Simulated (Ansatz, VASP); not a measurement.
## Two plane-wave programs on AlN

The input INCAR:

```
SYSTEM = AlN
PREC = Accurate
ENCUT = 520
EDIFF = 1E-6
ISMEAR = -1
SIGMA = 0.05
LREAL = .False.
LASPH = .True.
NELM = 60
ALGO = Normal
ISIF = 2
LWAVE = .False.
LCHARG = .False.
GGA = CA
NBANDS = 16
```

KPOINTS

```
regular mesh
0
Gamma
  9 9 7
  0 0 0
```

POSCAR

```
AlN
1.0
    3.3770756797      0.0000000000      0.0000000000
   -1.6885378398      2.9246333291      0.0000000000
    0.0000000000      0.0000000000      4.2696929295
Al N
2 2
Direct
    0.6666666667      0.3333333333      0.2500000000
    0.3333333333      0.6666666667      0.7500000000
    0.6666666667      0.3333333333      0.7500000000
    0.3333333333      0.6666666667      0.2500000000
```

Contents of input.yaml:

```yaml
crystal:
  lattice:
    - [3.3770756797, 0.0, 0.0]
    - [-1.6885378398, 2.9246333291, 0.0]
    - [0.0, 0.0, 4.2696929295]
  atoms:
    - { symbol: Al, position: [0.6666666667, 0.3333333333, 0.25] }
    - { symbol: Al, position: [0.3333333333, 0.6666666667, 0.75] }
    - { symbol: "N", position: [0.6666666667, 0.3333333333, 0.75] }
    - { symbol: "N", position: [0.3333333333, 0.6666666667, 0.25] }
hamiltonian:
  xc: lda
  pseudopotentials: { kind: paw }
kpoints:
  mp_grid: { grid: [9, 9, 7] }
scf:
  occupations: { method: fermi_dirac, width: 0.05 }
output:
  forces: true
  stress: true
  eigenvalues: true
```

Alike in both runs: task single point; functional LDA; k mesh 9 × 9 × 7; occupations fermi-dirac, width 0.05 eV; no spin polarisation.

|  | VASP | Ansatz |
| --- | --- | --- |
| version | VASP 6.6.1 | Ansatz 0.2.0 |
| potentials or method | VASP PAW LDA potentials, release 64 (Al, N) | Ansatz PAW |
| plane-wave cutoff (eV) | 520 | 420 |
| valence electrons in the cell | 16 | 16 |

VASP gave:

```
gap on the k mesh at the Fermi level (eV)                     : 2.85
least direct gap on the mesh (eV)                             : 2.85
pressure (GPa)                                                : -18.2
traceless stress, the component that is largest in VASP (GPa) : 1.18
```

Problem. Which values does Ansatz return?

Solution. gap on the k mesh at the Fermi level (eV): 2.84; least direct gap on the mesh (eV): 2.84; pressure (GPa): -18.6; traceless stress, the component that is largest in VASP (GPa): 1.35.

LDA's correlation is that of Perdew and Zunger in VASP and of Perdew and Wang (1992) in Ansatz.

Noted on Ansatz's run: odd divisions of the mesh miss points on the zone boundary, where band edges often lie, so the gap on the mesh can be too wide.
